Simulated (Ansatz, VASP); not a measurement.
Two plane-wave programs on Fe3Co

POSCAR

```
Fe3Co
1.0
    4.0235794450      0.0000000000      0.0000000000
    0.0000000000      4.0235794450      0.0000000000
    0.0000000000      0.0000000000      2.8277051700
Fe Co
3 1
Direct
    0.5000000000      0.5000000000      0.0000000000
    0.5000000000      0.0000000000      0.5000000000
    0.0000000000      0.5000000000      0.5000000000
    0.0000000000      0.0000000000      0.0000000000
```

INCAR.step1

```
SYSTEM = Fe3Co
PREC = Accurate
ENCUT = 520
ISMEAR = 0
SIGMA = 0.1
LREAL = .False.
LASPH = .True.
NELM = 150
ISPIN = 2
MAGMOM = 2.96 3.16 3.16 2.11
LMAXMIX = 4
NBANDS = 28
GGA = PE
ALGO = Normal
EDIFF = 1E-4
LWAVE = .True.
LCHARG = .False.
```

File INCAR.step2:

```
SYSTEM = Fe3Co
PREC = Accurate
ENCUT = 520
EDIFF = 1E-6
ISMEAR = 0
SIGMA = 0.1
LREAL = .False.
LASPH = .True.
NELM = 150
ALGO = Normal
ISIF = 2
LWAVE = .False.
LCHARG = .False.
ISPIN = 2
MAGMOM = 2.96 3.16 3.16 2.11
LORBIT = 11
LMAXMIX = 4
METAGGA = R2SCAN
LMIXTAU = .True.
NBANDS = 28
ISTART = 1
```

The input KPOINTS:

```
regular mesh
0
Gamma
  8 8 10
  0 0 0
```

Input for Ansatz:

```yaml
crystal:
  lattice:
    - [4.023579445, 0.0, 0.0]
    - [0.0, 4.023579445, 0.0]
    - [0.0, 0.0, 2.82770517]
  atoms:
    - { symbol: Fe, position: [0.5, 0.5, 0.0], spin: 2.96 }
    - { symbol: Fe, position: [0.5, 0.0, 0.5], spin: 3.16 }
    - { symbol: Fe, position: [0.0, 0.5, 0.5], spin: 3.16 }
    - { symbol: Co, position: [0.0, 0.0, 0.0], spin: 2.11 }
basis:
  ecutwfc: 500
kpoints:
  mp_grid: { grid: [8, 8, 10] }
hamiltonian:
  xc: r2scan
scf:
  occupations: { method: gaussian, width: 0.1 }
output:
  forces: true
  stress: true
  eigenvalues: true
  populations: true
magnetization:
  spin_polarized: true
```

Alike in both runs: task single point; functional r2SCAN; k mesh 8 × 8 × 10; occupations gaussian, width 0.1 eV; collinear spin.

```csv
,VASP,Ansatz
version,VASP 6.6.1,Ansatz 0.2.0
potentials or method,"VASP PAW PBE potentials, release 64 (Fe, Co), cutoff 520 eV","scalar-relativistic, plane waves, PAW"
valence electrons in the cell,33,65
```

Ansatz gave:

| Item | Value |
| --- | --- |
| gap on the k mesh at the Fermi level (eV) | none |
| pressure (GPa) | 0.5 |
| traceless stress, the component that is largest in VASP (GPa) | 0.58 |
| net moment per atom (μB) | 2.45 |
| size of the moment on the site where the two differ most (μB) | 1.92 |

**Question.** Which values does VASP return?

**Answer.** gap on the k mesh at the Fermi level (eV): none; pressure (GPa): 0.3; traceless stress, the component that is largest in VASP (GPa): 0.54; net moment per atom (μB): 2.45; size of the moment on the site where the two differ most (μB): 1.81.

VASP's potentials were made for PBE, not for r2SCAN. Site moments also hang on the region over which each program counts them. A gap of «none» marks a metal or a gap that the smearing closes. VASP's potentials hold 33 valence electrons a cell and Ansatz's 65, so a difference there can come from the potentials and not from the codes. Ansatz's warnings: stability check not made.
